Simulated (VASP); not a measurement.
A run of VASP 6.6.1 is set up as follows.

INCAR

```
SYSTEM = Pt
PREC = Accurate
ENCUT = 520
EDIFF = 1E-6
ISMEAR = 0
SIGMA = 0.15
LREAL = .False.
LASPH = .True.
NELM = 60
ALGO = Fast
ISIF = 2
LWAVE = .False.
LCHARG = .True.
LELF = .True.
LVHAR = .True.
NBANDS = 11
```

The input KPOINTS:

```
regular mesh
0
Gamma
  20 20 20
  0 0 0
```

Contents of POSCAR:

```
Pt
1.0
    0.0000000000      1.9468328700      1.8446241443
    1.8397570622      0.0000000000      1.8446241443
    1.8397570622      1.9468328700      0.0000000000
Pt
1
Direct
    0.0000000000      0.0000000000      0.0000000000
```

Potentials or basis: VASP PAW LDA potentials, release 64 (Pt).

The run is started by

```bash
$ cat potpaw_LDA.64/Pt/POTCAR > POTCAR
$ mpirun -np 1 vasp_std > vasp.out
```

(1) Predict the pressure.

(2) Predict the band gap on the k mesh.

Results:

(1) 47.1 GPa.

(2) zero (bands 5 and 6 overlap by 3.19 eV).

Caveat: the cell differs from its parent crystal (normal strain along x -0.0550, normal strain along z -0.0525); the stress differs along the axes, from 40 to 51 GPa; spin-orbit coupling is left out, which moves the levels of the heavy elements.
